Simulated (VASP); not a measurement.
# BiN in VASP: notebook, part 3 of 3

VASP 6.6.1.

### 4 Single point, PBEsol (atom 2 (Bi) moved 0.2 Å along z)

INCAR reads:

```
ALGO = Normal
EDIFF = 1E-6
ENCUT = 520
GGA = PS
ISIF = 2
ISMEAR = 0
LASPH = True
LCHARG = False
LREAL = False
LWAVE = False
NBANDS = 28
NELM = 100
PREC = Accurate
SIGMA = 0.05
```

KPOINTS reads:

```
k-points
0
Gamma
  8 8 6
```

POSCAR reads:

```
BiN
1.0
    4.0099453268      0.0000000000      0.0000000000
    0.0000000000      4.0099453268      0.0000000000
    0.0000000000      0.0000000000      4.8639239388
Bi N
2 2
Direct
    0.5000000000      0.0000000000      0.2254688995
    0.0000000000      0.5000000000      0.8156501646
    0.0000000000      0.0000000000      0.0000000000
    0.5000000000      0.5000000000      0.0000000000
```

Potentials or basis: VASP PAW PBE potentials, release 64 (Bi_d, N).

On the command line:

```sh
cat potpaw_PBE.64/Bi_d/POTCAR potpaw_PBE.64/N/POTCAR > POTCAR
mpirun -np 1 vasp_std > vasp.out
```

OUTCAR:

```text
EDIFF = 1E-6
   ENCUT = 520
   GGA = PS
   ISIF = 2
   ISMEAR = 0
   LASPH = True
   LREAL = False
   NELM = 100
   PREC = Accurate

 ion  position               nearest neighbor table
   1  0.500  0.000  0.225-   3 2.29   4 2.29   4 2.29   3 2.29   2 3.47   2 3.47   2 3.47   2 3.47

   2  0.000  0.500  0.816-   3 2.20   4 2.20   3 2.20   4 2.20   1 3.47   1 3.47   1 3.47   1 3.47

   3  0.000  0.000  0.000-   2 2.20   2 2.20   1 2.29   1 2.29
   4  0.500  0.500  0.000-   2 2.20   2 2.20   1 2.29   1 2.29

  LATTYP: Found a simple tetragonal cell.
 ALAT       =     4.0099453268
 C/A-ratio  =     1.2129651510

  Lattice vectors:

 A1 = (   4.0099453268,   0.0000000000,   0.0000000000)
 A2 = (   0.0000000000,   4.0099453268,   0.0000000000)
 A3 = (   0.0000000000,   0.0000000000,   4.8639239388)

Analysis of symmetry for initial positions (statically):
=====================================================================
 Subroutine PRICEL returns:
 Original cell was already a primitive cell.

 Routine SETGRP: Setting up the symmetry group for a
 simple tetragonal supercell.

 Subroutine GETGRP returns: Found  8 space group operations
 (whereof  4 operations were pure point group operations)
 out of a pool of 16 trial point group operations.

The static configuration has the point symmetry C_2v.
 The point group associated with its full space group is C_4v.

Analysis of symmetry for dynamics (positions and initial velocities):
=====================================================================
 Subroutine PRICEL returns:
 Original cell was already a primitive cell.

 Routine SETGRP: Setting up the symmetry group for a
 simple tetragonal supercell.

 Subroutine GETGRP returns: Found  8 space group operations
[... 124 lines left out ...]
   EFERMI_NEDOS =   21; number of points for ismear=-14 and -15
   IALGO  =     38    algorithm
   IMIX   =      4    mixing-type and parameters
     AMIX     =   0.40;   BMIX     =  1.00
     AMIX_MAG =   1.60;   BMIX_MAG =  1.00
  volume/ion in A,a.u.               =      19.55       131.95
  Fermi-wavevector in a.u.,A,eV,Ry     =   1.309203  2.474035 23.320550  1.714012
  Thomas-Fermi vector in A             =   2.439818
   LORBIT       =      0    0 simple, 1 ext, 2 COOP (PROOUT), +10 PAW based schemes
   GGA     = PS    functional components
   LHFCALC =     F    Hartree Fock is set to
   AEXX    =    0.0000 exact exchange contribution
   IVDW    =     0    specifies the selected vdW correction
   LEPSILON=     F    determine dielectric tensor
   LRPA    =     F    only Hartree local field effects (RPA)
 non-spin polarized calculation
 Gauss-broadening in eV      SIGMA  =   0.05
  energy-cutoff  :      520.00
  volume of cell :       78.21
 maximum number of plane-waves:      2146
 NGX is ok and might be reduce to    30
   NGX = 15   NGY = 15   NGZ = 19

 number of electron      40.0000013 magnetization

 Free energy of the ion-electron system (eV)
  ---------------------------------------------------
  ext. energy  EPLUGINS =         0.00000000
  ---------------------------------------------------
  free energy    TOTEN  =       -23.33997167 eV

  energy without entropy =      -23.33931891  energy(sigma->0) =      -23.33964529

 E-fermi :   6.5705     XC(G=0): -10.3243

 val. band max:        6.5127607708   @ k =   0.1250   0.1250   0.3333
 cond. band min:       6.6141654917   @ k =   0.1250   0.0000   0.5000
 fundamental gap:      0.1014047209
 Fermi energy:         6.5705094863

 k-point     1 :       0.0000    0.0000    0.0000
  band No.  band energies     occupation
      1     -16.0975      2.00000
      2     -15.9626      2.00000
      3     -15.9626      2.00000
      4     -15.9351      2.00000
      5     -15.8958      2.00000
      6     -15.7928      2.00000
[... 733 lines left out ...]
     27      14.7502      0.00000
     28      14.8434      0.00000

 [... further k-points ...]

------------------------ aborting loop because EDIFF is reached ----------------------------------------

  FORCE on cell =-STRESS in cart. coord.  units (eV):
  Direction    XX          YY          ZZ          XY          YZ          ZX
  --------------------------------------------------------------------------------------
  -------------------------------------------------------------------------------------
  Total        3.5349849      3.5349849      2.3253627      0.0000000      0.0000000      0.0000000
  in kB       72.4159885     72.4159885     47.6362554      0.0000000      0.0000000      0.0000000
  external PRESSURE =      64.1560774 kB  Pullay stress =       0.0000000 kB

 VOLUME and BASIS-vectors are now :
 -----------------------------------------------------------------------------
  energy-cutoff  :      520.00
  volume of cell :       78.21
      direct lattice vectors                 reciprocal lattice vectors
     4.009945327  0.000000000  0.000000000     0.249379959  0.000000000  0.000000000
     0.000000000  4.009945327  0.000000000     0.000000000  0.249379959  0.000000000
     0.000000000  0.000000000  4.863923939     0.000000000  0.000000000  0.205595320

 POSITION                                       TOTAL-FORCE (eV/Angst)
 -----------------------------------------------------------------------------------
      2.00497      0.00000      1.09666         0.000000      0.000000      0.466025
      0.00000      2.00497      3.96726         0.000000      0.000000     -2.709159
      0.00000      0.00000      0.00000         0.000000      0.000000      1.121567
      2.00497      2.00497      0.00000         0.000000      0.000000      1.121567
 -----------------------------------------------------------------------------------
    total drift:                                0.000000      0.000000     -0.000340

  FREE ENERGIE OF THE ION-ELECTRON SYSTEM (eV)
  ---------------------------------------------------
  free  energy   TOTEN  =       -23.3399716734 eV

  energy  without entropy=      -23.3393189080  energy(sigma->0) =      -23.33964529
```

OSZICAR:

```text
N       E                     dE             d eps       ncg     rms          rms(c)
DAV:   1     0.438361416514E+03    0.43836E+03   -0.20794E+04  3360   0.176E+03
DAV:   2     0.274966334506E+02   -0.41086E+03   -0.39807E+03  3448   0.466E+02
DAV:   3    -0.258211049188E+02   -0.53318E+02   -0.52079E+02  4140   0.172E+02
DAV:   4    -0.283227854440E+02   -0.25017E+01   -0.24890E+01  3972   0.386E+01
DAV:   5    -0.284057105324E+02   -0.82925E-01   -0.82914E-01  4464   0.720E+00    0.124E+01
DAV:   6    -0.235308914310E+02    0.48748E+01   -0.31891E+01  4560   0.382E+01    0.493E+00
DAV:   7    -0.233823331335E+02    0.14856E+00   -0.34289E+00  3536   0.106E+01    0.287E+00
DAV:   8    -0.233553331584E+02    0.27000E-01   -0.30131E-01  4488   0.335E+00    0.120E+00
DAV:   9    -0.233398071436E+02    0.15526E-01   -0.51355E-02  4228   0.139E+00    0.239E-01
DAV:  10    -0.233402514919E+02   -0.44435E-03   -0.85825E-03  4600   0.742E-01    0.172E-01
DAV:  11    -0.233399676243E+02    0.28387E-03   -0.13725E-03  4452   0.284E-01    0.382E-02
DAV:  12    -0.233399729347E+02   -0.53104E-05   -0.30156E-04  4184   0.136E-01    0.138E-02
DAV:  13    -0.233399723073E+02    0.62739E-06   -0.18048E-05  4764   0.372E-02    0.904E-03
DAV:  14    -0.233399716734E+02    0.63385E-06   -0.21352E-06  2488   0.153E-02
   1 F= -.23339972E+02 E0= -.23339645E+02  d E =-.652765E-03
```

Wall time 55 s (1 thread of AMD EPYC 9R45 (Zen 5), shared host); peak memory 0.22 GiB.

Results:

```yaml
Free_energy: -23.3400 eV
Pressure: 6.4 GPa
Largest_force: 2.709 eV/Å
Band_gap_on_the_k_mesh: 0.10 eV, indirect (least direct gap 0.19 eV)
```

Forces on the atoms (eV/Å):
```
Bi   0.000  0.000  0.466
Bi   0.000  0.000 -2.709
N    0.000  0.000  1.122
N    0.000  0.000  1.122
```

Stress tensor (GPa, compression positive):
```
7.24 0.00 0.00
0.00 7.24 0.00
0.00 0.00 4.76
```

Caveat: the cell differs from its parent crystal (atom 2 (Bi) moved 0.2 Å along z); the PAW data sets were made with another functional, which shifts forces and pressure a little; spin-orbit coupling is left out, which moves the levels of the heavy elements; this functional lacks dispersion, which binds the layers, so the pressure and a relaxed spacing across them are unreliable.
